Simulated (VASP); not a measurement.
# CuO (Cc) in VASP: a series of runs

Runs on CuO. Level: PBE. Tasks: single point.

Program: VASP 6.6.1. These are calculated values, not measurements. Logs are shortened: lines on timing, memory, paths and dates and some standing lists are left out, and cuts for length are marked.

## Step 1: The cell of the first run

Symmetry: Cc, No. 9, monoclinic system. The conventional cell has a = 4.689 Å, b = 3.427 Å, c = 5.132 Å, α = 90.00°, β = 99.65°, γ = 90.00°. Cu (site symmetry 1) has 4 O at 1.91 to 2.02 Å within 2.5 Å. Within 2.5 Å of O (site symmetry 1) lie 4 Cu at 1.91 to 2.02 Å.

## Step 2: Single point, PBE

Input file INCAR:

```
PREC = Accurate
ENCUT = 520
EDIFF = 1E-6
ISMEAR = 1
SIGMA = 0.01
LREAL = F
LASPH = T
NELM = 80
ALGO = Fast
ISIF = 2
LWAVE = F
LCHARG = F
GGA = PE
NBANDS = 25
```

Input file KPOINTS:

```
Automatic mesh
0
Gamma
  16 16 8
```

Input file POSCAR:

```
CuO
1.0
    2.3446500000     -1.7134000000      0.0000000000
    2.3446500000      1.7134000000      0.0000000000
   -0.8605500000      0.0000000000      5.0594400000
Cu O
2 2
Direct
    0.0032000000      0.4968000000      0.0000000000
    0.4968000000      0.0032000000      0.5000000000
    0.5714000000      0.4056000000      0.2537000000
    0.4056000000      0.5714000000      0.7537000000
```

Potentials or basis: VASP PAW PBE potentials, release 64 (Cu, O).

Launch:

```sh
$ cat potpaw_PBE.64/Cu/POTCAR potpaw_PBE.64/O/POTCAR > POTCAR
$ mpirun -np 1 vasp_std > vasp.out
```

OUTCAR:

```text
PREC = Accurate
   ENCUT = 520
   EDIFF = 1E-6
   ISMEAR = 1
   LREAL = F
   LASPH = T
   NELM = 80
   ISIF = 2
   GGA = PE

 ion  position               nearest neighbor table
   1  0.003  0.497  0.000-   4 1.91   3 1.93   4 1.98   3 2.02
   2  0.497  0.003  0.500-   3 1.91   4 1.93   3 1.98   4 2.02
   3  0.571  0.406  0.254-   2 1.91   1 1.93   2 1.98   1 2.02
   4  0.406  0.571  0.754-   1 1.91   2 1.93   1 1.98   2 2.02

  LATTYP: Found a base centered monoclinic cell.
 ALAT       =     4.6893000000
 B/A-ratio  =     0.7307700510
 C/A-ratio  =     1.0944283424
 COS(beta)  =    -0.1676798048

  Lattice vectors:

 A1 = (   2.3446500000,  -1.7134000000,   0.0000000000)
 A2 = (   2.3446500000,   1.7134000000,   0.0000000000)
 A3 = (  -0.8605500000,   0.0000000000,   5.0594400000)

Analysis of symmetry for initial positions (statically):
=====================================================================
 Subroutine PRICEL returns:
 Original cell was already a primitive cell.

 Routine SETGRP: Setting up the symmetry group for a
 base centered monoclinic supercell.

 Subroutine GETGRP returns: Found  2 space group operations
 (whereof  1 operations were pure point group operations)
 out of a pool of  4 trial point group operations.

The static configuration has the point symmetry C_1 .
 The point group associated with its full space group is C_1h.

Analysis of symmetry for dynamics (positions and initial velocities):
=====================================================================
 Subroutine PRICEL returns:
 Original cell was already a primitive cell.

 Routine SETGRP: Setting up the symmetry group for a
 base centered monoclinic supercell.

 Subroutine GETGRP returns: Found  2 space group operations
 (whereof  1 operations were pure point group operations)
 out of a pool of  4 trial point group operations.

The dynamic configuration has the point symmetry C_1 .
 The point group associated with its full space group is C_1h.

 Subroutine INISYM returns: Found  2 space group operations
 (whereof  1 operations are pure point group operations),
 and found     1 'primitive' translations

----------------------------------------------------------------------------------------

                                     Primitive cell

  volume of cell :      40.6508

  direct lattice vectors                    reciprocal lattice vectors
[... 91 lines left out ...]
   EDIFF  = 0.1E-05   stopping-criterion for ELM
   LREAL  =      F    real-space projection
   EDIFFG = 0.1E-04   stopping-criterion for IOM
   NSW    =      0    number of steps for IOM
   IBRION =     -1    ionic relax: 0-MD 1-quasi-New 2-CG
   NFREE  =      0    steps in history (QN), initial steepest desc. (CG)
   ISIF   =      2    stress and relaxation
   ISYM   =      2    0-nonsym 1-usesym 2-fastsym
   POTIM  = 0.5000    time-step for ionic-motion
   TEBEG  =    0.0;   TEEND  =   0.0 temperature during run
   PSTRESS=    0.0 pullay stress
   NELECT =      34.0000    total number of electrons
   NUPDOWN=      -1.0000    fix difference up-down
   EMIN   =  10.00;   EMAX   =-10.00  energy-range for DOS
   EFERMI =   0.00;   METHOD = LEGACY
   ISMEAR =     1;   SIGMA  =   0.01  broadening in eV -4-tet -1-fermi 0-gaus
   EFERMI_NEDOS =   21; number of points for ismear=-14 and -15
   IALGO  =     68    algorithm
   IMIX   =      4    mixing-type and parameters
     AMIX     =   0.40;   BMIX     =  1.00
     AMIX_MAG =   1.60;   BMIX_MAG =  1.00
  volume/ion in A,a.u.               =      10.16        68.58
  Fermi-wavevector in a.u.,A,eV,Ry     =   1.542451  2.914810 32.370373  2.379155
  Thomas-Fermi vector in A             =   2.648254
   LORBIT       =      0    0 simple, 1 ext, 2 COOP (PROOUT), +10 PAW based schemes
   GGA     = PE    functional components
   LHFCALC =     F    Hartree Fock is set to
   AEXX    =    0.0000 exact exchange contribution
   IVDW    =     0    specifies the selected vdW correction
   LEPSILON=     F    determine dielectric tensor
   LRPA    =     F    only Hartree local field effects (RPA)
 non-spin polarized calculation
 RMM-DIIS sequential band-by-band and
 Methfessel and Paxton  Order N= 1 SIGMA  =   0.01
  energy-cutoff  :      520.00
  volume of cell :       40.65
 maximum number of plane-waves:      1129
 NGX is ok and might be reduce to    24
   NGX = 11   NGY = 11   NGZ = 19

 number of electron      33.9999999 magnetization

 Free energy of the ion-electron system (eV)
  ---------------------------------------------------
  ext. energy  EPLUGINS =         0.00000000
  ---------------------------------------------------
  free energy    TOTEN  =       -19.48033136 eV

  energy without entropy =      -19.48033296  energy(sigma->0) =      -19.48033189

 E-fermi :   5.6793     XC(G=0): -11.8988

 val. band max:        5.6789500758   @ k =   0.1875   0.1875  -0.0000
 cond. band min:       5.6804945662   @ k =  -0.3125   0.0625   0.2500
 fundamental gap:      0.0015444904
 Fermi energy:         5.6792614744

 k-point     1 :       0.0000    0.0000    0.0000
  band No.  band energies     occupation
      1     -14.2277      2.00000
      2     -12.9144      2.00000
      3      -2.4364      2.00000
      4       0.1484      2.00000
      5       0.5075      2.00000
      6       2.3000      2.00000
[... 661 lines left out ...]
     24      21.1656      0.00000
     25      22.5568      0.00000

 [... further k-points ...]

------------------------ aborting loop because EDIFF is reached ----------------------------------------

  FORCE on cell =-STRESS in cart. coord.  units (eV):
  Direction    XX          YY          ZZ          XY          YZ          ZX
  --------------------------------------------------------------------------------------
  -------------------------------------------------------------------------------------
  Total        1.6305782      1.8091937      1.4980842      0.0000000      0.0000000     -0.4592589
  in kB       64.2662549     71.3060565     59.0442442      0.0000000      0.0000000    -18.1008478
  external PRESSURE =      64.8721852 kB  Pullay stress =       0.0000000 kB

 VOLUME and BASIS-vectors are now :
 -----------------------------------------------------------------------------
  energy-cutoff  :      520.00
  volume of cell :       40.65
      direct lattice vectors                 reciprocal lattice vectors
     2.344650000 -1.713400000  0.000000000     0.213251445 -0.291817439  0.036271510
     2.344650000  1.713400000  0.000000000     0.213251445  0.291817439  0.036271510
    -0.860550000  0.000000000  5.059440000     0.000000000  0.000000000  0.197650333

 POSITION                                       TOTAL-FORCE (eV/Angst)
 -----------------------------------------------------------------------------------
      1.17233      0.84573      0.00000        -0.649645      0.367157      0.252935
      0.74205     -0.84573      2.52972        -0.649645     -0.367157      0.252935
      2.07240     -0.28408      1.28358         0.649645      0.268872     -0.252935
      1.64213      0.28408      3.81330         0.649645     -0.268872     -0.252935
 -----------------------------------------------------------------------------------
    total drift:                               -0.001155      0.000000      0.000124

  FREE ENERGIE OF THE ION-ELECTRON SYSTEM (eV)
  ---------------------------------------------------
  free  energy   TOTEN  =       -19.4803313614 eV

  energy  without entropy=      -19.4803329611  energy(sigma->0) =      -19.48033189
```

OSZICAR:

```text
N       E                     dE             d eps       ncg     rms          rms(c)
DAV:   1     0.295239265433E+03    0.29524E+03   -0.16429E+04 29476   0.216E+03
DAV:   2     0.108583767993E+02   -0.28438E+03   -0.26200E+03 28211   0.397E+02
DAV:   3    -0.244132711863E+02   -0.35272E+02   -0.33353E+02 34317   0.155E+02
DAV:   4    -0.255876633524E+02   -0.11744E+01   -0.11686E+01 34229   0.303E+01
DAV:   5    -0.256094323676E+02   -0.21769E-01   -0.21758E-01 36063   0.367E+00    0.174E+01
RMM:   6    -0.229032242132E+02    0.27062E+01   -0.35007E+01 32860   0.797E+01    0.135E+01
RMM:   7    -0.195197735795E+02    0.33835E+01   -0.10410E+01 32250   0.427E+01    0.270E+00
RMM:   8    -0.195019144066E+02    0.17859E-01   -0.37890E-01 36533   0.421E+00    0.164E+00
RMM:   9    -0.194954612756E+02    0.64531E-02   -0.90237E-02 36266   0.334E+00    0.971E-01
RMM:  10    -0.194799434027E+02    0.15518E-01   -0.46171E-02 37334   0.202E+00    0.207E-01
RMM:  11    -0.194799609055E+02   -0.17503E-04   -0.97414E-03 36224   0.109E+00    0.998E-02
RMM:  12    -0.194802652163E+02   -0.30431E-03   -0.38093E-03 37811   0.475E-01    0.383E-02
RMM:  13    -0.194803011417E+02   -0.35925E-04   -0.70077E-04 36330   0.279E-01    0.141E-02
RMM:  14    -0.194803325484E+02   -0.31407E-04   -0.36337E-04 38540   0.123E-01    0.115E-02
RMM:  15    -0.194803314129E+02    0.11355E-05   -0.15662E-05 31939   0.407E-02    0.546E-03
RMM:  16    -0.194803313614E+02    0.51454E-07   -0.56972E-06 28977   0.299E-02
   1 F= -.19480331E+02 E0= -.19480332E+02  d E =0.159971E-05
```

It took 13 min on 1 thread of Oxide Virtual Turin-like, shared host; peak memory 0.5 GiB.

Results:

```yaml
Free_energy: -19.4803 eV
Pressure: 6.5 GPa
Largest_force: 0.788 eV/Å
Band_gap_on_the_k_mesh: zero (bands 17 and 18 overlap by 0.72 eV)
```

Forces in eV/Å, atoms in the order of the input:
```
Cu  -0.650  0.367  0.253
Cu  -0.650 -0.367  0.253
O    0.650  0.269 -0.253
O    0.650 -0.269 -0.253
```

Stress tensor (GPa, compression positive):
```
 6.43  0.00 -1.81
 0.00  7.13  0.00
-1.81  0.00  5.90
```

Caveat: the cell stands under pressure; semilocal functionals often make such compounds metallic where correlation or magnetic order opens a gap, which also shifts bond lengths. With open d or f shells a metallic result of PBE can be an artefact of self-interaction; +U or a hybrid may open a gap.

## Step 3: Single point, PBE

Input file INCAR:

```
SYSTEM = CuO
ALGO = Fast ; EDIFF = 1E-7
ENCUT = 520 ; GGA = PE
ISIF = 2 ; ISMEAR = 1
LASPH = .True. ; LCHARG = .False.
LREAL = .False. ; LWAVE = .False.
NBANDS = 25 ; NELM = 100
PREC = Accurate ; SIGMA = 0.02
```

Input file KPOINTS:

```
k-points
0
Gamma
  16 16 8
  0 0 0
```

POSCAR is that of step 2.

Potentials or basis: VASP PAW PBE potentials, release 64 (Cu, O).

Launch:

```sh
$ cat potpaw_PBE.64/Cu/POTCAR potpaw_PBE.64/O/POTCAR > POTCAR
$ mpirun -np 1 vasp_std > vasp.out
```

OUTCAR:

```text
SYSTEM = CuO
   EDIFF = 1E-7
   ENCUT = 520
   GGA = PE
   ISIF = 2
   ISMEAR = 1
   LASPH = .True.
   LREAL = .False.
   NELM = 100
   PREC = Accurate

 ion  position               nearest neighbor table
   1  0.003  0.497  0.000-   4 1.91   3 1.93   4 1.98   3 2.02
   2  0.497  0.003  0.500-   3 1.91   4 1.93   3 1.98   4 2.02
   3  0.571  0.406  0.254-   2 1.91   1 1.93   2 1.98   1 2.02
   4  0.406  0.571  0.754-   1 1.91   2 1.93   1 1.98   2 2.02

  LATTYP: Found a base centered monoclinic cell.
 ALAT       =     4.6893000000
 B/A-ratio  =     0.7307700510
 C/A-ratio  =     1.0944283424
 COS(beta)  =    -0.1676798048

  Lattice vectors:

 A1 = (   2.3446500000,  -1.7134000000,   0.0000000000)
 A2 = (   2.3446500000,   1.7134000000,   0.0000000000)
 A3 = (  -0.8605500000,   0.0000000000,   5.0594400000)

Analysis of symmetry for initial positions (statically):
=====================================================================
 Subroutine PRICEL returns:
 Original cell was already a primitive cell.

 Routine SETGRP: Setting up the symmetry group for a
 base centered monoclinic supercell.

 Subroutine GETGRP returns: Found  2 space group operations
 (whereof  1 operations were pure point group operations)
 out of a pool of  4 trial point group operations.

The static configuration has the point symmetry C_1 .
 The point group associated with its full space group is C_1h.

Analysis of symmetry for dynamics (positions and initial velocities):
=====================================================================
 Subroutine PRICEL returns:
 Original cell was already a primitive cell.

 Routine SETGRP: Setting up the symmetry group for a
[... 126 lines left out ...]
   ISMEAR =     1;   SIGMA  =   0.02  broadening in eV -4-tet -1-fermi 0-gaus
   EFERMI_NEDOS =   21; number of points for ismear=-14 and -15
   IALGO  =     68    algorithm
   IMIX   =      4    mixing-type and parameters
     AMIX     =   0.40;   BMIX     =  1.00
     AMIX_MAG =   1.60;   BMIX_MAG =  1.00
  volume/ion in A,a.u.               =      10.16        68.58
  Fermi-wavevector in a.u.,A,eV,Ry     =   1.542451  2.914810 32.370373  2.379155
  Thomas-Fermi vector in A             =   2.648254
   LORBIT       =      0    0 simple, 1 ext, 2 COOP (PROOUT), +10 PAW based schemes
   GGA     = PE    functional components
   LHFCALC =     F    Hartree Fock is set to
   AEXX    =    0.0000 exact exchange contribution
   IVDW    =     0    specifies the selected vdW correction
   LEPSILON=     F    determine dielectric tensor
   LRPA    =     F    only Hartree local field effects (RPA)
 non-spin polarized calculation
 RMM-DIIS sequential band-by-band and
 Methfessel and Paxton  Order N= 1 SIGMA  =   0.02
  energy-cutoff  :      520.00
  volume of cell :       40.65
 maximum number of plane-waves:      1129
 NGX is ok and might be reduce to    24
   NGX = 11   NGY = 11   NGZ = 19

 number of electron      33.9999999 magnetization

 Free energy of the ion-electron system (eV)
  ---------------------------------------------------
  ext. energy  EPLUGINS =         0.00000000
  ---------------------------------------------------
  free energy    TOTEN  =       -19.48031484 eV

  energy without entropy =      -19.48036603  energy(sigma->0) =      -19.48033190

 E-fermi :   5.6825     XC(G=0): -11.8989

 val. band max:        5.6818703465   @ k =   0.2500   0.1875   0.2500
 cond. band min:       5.6906162802   @ k =   0.3750   0.2500   0.5000
 fundamental gap:      0.0087459337
 Fermi energy:         5.6825253234

 k-point     1 :       0.0000    0.0000    0.0000
  band No.  band energies     occupation
      1     -14.2278      2.00000
      2     -12.9144      2.00000
      3      -2.4365      2.00000
      4       0.1485      2.00000
      5       0.5075      2.00000
      6       2.3001      2.00000
[... 661 lines left out ...]
     24      21.1656      0.00000
     25      22.5549      0.00000

 [... further k-points ...]

------------------------ aborting loop because EDIFF is reached ----------------------------------------

  FORCE on cell =-STRESS in cart. coord.  units (eV):
  Direction    XX          YY          ZZ          XY          YZ          ZX
  --------------------------------------------------------------------------------------
  -------------------------------------------------------------------------------------
  Total        1.6155568      1.7949981      1.4857767      0.0000000      0.0000000     -0.4582498
  in kB       63.6742121     70.7465614     58.5591666      0.0000000      0.0000000    -18.0610759
  external PRESSURE =      64.3266467 kB  Pullay stress =       0.0000000 kB

 VOLUME and BASIS-vectors are now :
 -----------------------------------------------------------------------------
  energy-cutoff  :      520.00
  volume of cell :       40.65
      direct lattice vectors                 reciprocal lattice vectors
     2.344650000 -1.713400000  0.000000000     0.213251445 -0.291817439  0.036271510
     2.344650000  1.713400000  0.000000000     0.213251445  0.291817439  0.036271510
    -0.860550000  0.000000000  5.059440000     0.000000000  0.000000000  0.197650333

 POSITION                                       TOTAL-FORCE (eV/Angst)
 -----------------------------------------------------------------------------------
      1.17233      0.84573      0.00000        -0.649036      0.366360      0.252900
      0.74205     -0.84573      2.52972        -0.649036     -0.366360      0.252900
      2.07240     -0.28408      1.28358         0.649036      0.269421     -0.252900
      1.64213      0.28408      3.81330         0.649036     -0.269421     -0.252900
 -----------------------------------------------------------------------------------
    total drift:                               -0.000241      0.000000     -0.000446

  FREE ENERGIE OF THE ION-ELECTRON SYSTEM (eV)
  ---------------------------------------------------
  free  energy   TOTEN  =       -19.4803148351 eV

  energy  without entropy=      -19.4803660258  energy(sigma->0) =      -19.48033190
```

OSZICAR:

```text
N       E                     dE             d eps       ncg     rms          rms(c)
DAV:   1     0.295239284241E+03    0.29524E+03   -0.16429E+04 29476   0.216E+03
DAV:   2     0.108583591713E+02   -0.28438E+03   -0.26200E+03 28211   0.397E+02
DAV:   3    -0.244132610538E+02   -0.35272E+02   -0.33353E+02 34317   0.155E+02
DAV:   4    -0.255876734029E+02   -0.11744E+01   -0.11687E+01 34229   0.303E+01
DAV:   5    -0.256094427806E+02   -0.21769E-01   -0.21758E-01 36063   0.367E+00    0.174E+01
RMM:   6    -0.229029687452E+02    0.27065E+01   -0.35005E+01 32860   0.797E+01    0.135E+01
RMM:   7    -0.195197642671E+02    0.33832E+01   -0.10409E+01 32251   0.427E+01    0.270E+00
RMM:   8    -0.195019033532E+02    0.17861E-01   -0.37877E-01 36534   0.421E+00    0.164E+00
RMM:   9    -0.194955337003E+02    0.63697E-02   -0.90419E-02 36273   0.334E+00    0.973E-01
RMM:  10    -0.194799348887E+02    0.15599E-01   -0.46301E-02 37332   0.202E+00    0.208E-01
RMM:  11    -0.194799441201E+02   -0.92314E-05   -0.97652E-03 36239   0.109E+00    0.989E-02
RMM:  12    -0.194802514967E+02   -0.30738E-03   -0.38141E-03 37924   0.471E-01    0.381E-02
RMM:  13    -0.194802853576E+02   -0.33861E-04   -0.67114E-04 36799   0.274E-01    0.139E-02
RMM:  14    -0.194803157261E+02   -0.30369E-04   -0.35140E-04 41003   0.120E-01    0.114E-02
RMM:  15    -0.194803146058E+02    0.11203E-05   -0.15140E-05 37777   0.383E-02    0.510E-03
RMM:  16    -0.194803145999E+02    0.59226E-08   -0.54298E-06 33312   0.270E-02    0.196E-03
RMM:  17    -0.194803148025E+02   -0.20265E-06   -0.21530E-06 31001   0.101E-02    0.137E-03
RMM:  18    -0.194803148351E+02   -0.32550E-07   -0.32405E-07 23589   0.571E-03
   1 F= -.19480315E+02 E0= -.19480332E+02  d E =0.511907E-04
```

stdout:

```text
POSCAR found type information on POSCAR CuO
 POSCAR found :  2 types and       4 ions
 scaLAPACK will be used
 LDA part: xc-table for (Slater+PW92), standard interpolation
 POSCAR, INCAR and KPOINTS ok, starting setup
 FFT: planning ... GRIDC
 FFT: planning ... GRID_SOFT
 FFT: planning ... GRID
 WAVECAR not read
 entering main loop
WARNING in EDDRMM: call to ZHEGV failed, returncode =   6  3     24
WARNING in EDDRMM: call to ZHEGV failed, returncode =   8  4     24
WARNING in EDDRMM: call to ZHEGV failed, returncode =   6  3     25
WARNING in EDDRMM: call to ZHEGV failed, returncode =   8  4     23
WARNING in EDDRMM: call to ZHEGV failed, returncode =   8  4     22
```

It took 20 min on 1 thread of Oxide Virtual Turin-like, shared host; peak memory 0.5 GiB.

Results:

```
Free energy            : -19.4803 eV
Pressure               : 6.4 GPa
Largest force          : 0.787 eV/Å
Band gap on the k mesh : zero (bands 17 and 18 overlap by 0.72 eV)
```

Forces on the atoms (eV/Å):
```
Cu  -0.649  0.366  0.253
Cu  -0.649 -0.366  0.253
O    0.649  0.269 -0.253
O    0.649 -0.269 -0.253
```

Stress tensor (GPa, compression positive):
```
 6.37  0.00 -1.81
 0.00  7.07  0.00
-1.81  0.00  5.86
```

Caveat: the cell stands under pressure; semilocal functionals often make such compounds metallic where correlation or magnetic order opens a gap, which also shifts bond lengths. With open d or f shells a metallic result of PBE can be an artefact of self-interaction; +U or a hybrid may open a gap.

(Part 1 of 2 ends here.)
